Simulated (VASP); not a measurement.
Ti: single point with PBEsol

Ti:

```
CELL_PARAMETERS angstrom
-1.68537 1.60512 1.60512
1.68537 -1.60512 1.60512
1.68537 1.60512 -1.60512
ATOMIC_POSITIONS crystal
Ti 0.00000 0.00000 0.00000
```

This cell differs from its parent crystal: strain +0.0500 x Voigt [1, 0, 0, 0, 0, 0].

```json
{"Program": "VASP 6.6.1", "Task": "single point", "Functional": "PBEsol", "Potentials or basis": "VASP PAW PBE potentials, release 64 (Ti_sv)", "Cutoff": "520 eV", "k mesh": "26 × 26 × 26", "Occupations": "gaussian, width 0.15 eV", "Spin": "no spin polarisation"}
```

```yaml
Pressure: -5.2 GPa
Band_gap_on_the_k_mesh: zero (bands 6 and 7 overlap by 1.61 eV)
```

Stress tensor (GPa, compression positive):
```
-4.57  0.00  0.00
 0.00 -5.55  0.00
 0.00  0.00 -5.55
```

Levels at points of the mesh, in eV from the Fermi level:
```
           k point  band 2  band 3  band 4  band 5  band 6  band 7  band 8  band 9  band 10  band 11
(0.00, 0.00, 0.00)  -32.26  -32.26  -32.26   -5.96    0.88    0.88    1.21    2.53     2.92    16.88
(0.50, 0.00, 0.00)  -32.94  -32.49  -32.28   -2.47   -0.68    1.37    2.98    3.20     4.31     9.01
(0.00, 0.50, 0.00)  -32.94  -32.46  -32.26   -2.47   -0.27    1.04    2.52    3.11     4.25     8.66
(0.50, 0.50, 0.50)  -32.77  -32.70  -32.70   -2.18   -2.04    3.87    3.96    3.96     7.45     8.81
```

Wall time 2.9 min on 1 thread of Intel(R) Xeon(R) 6975P-C (Granite Rapids) (shared host), peak memory 0.37 GiB.

Caveat: the cell differs from its parent crystal (strain +0.0500 x Voigt [1, 0, 0, 0, 0, 0]); the cell stands under tension; the PAW data sets were made with another functional, which shifts forces and pressure a little.
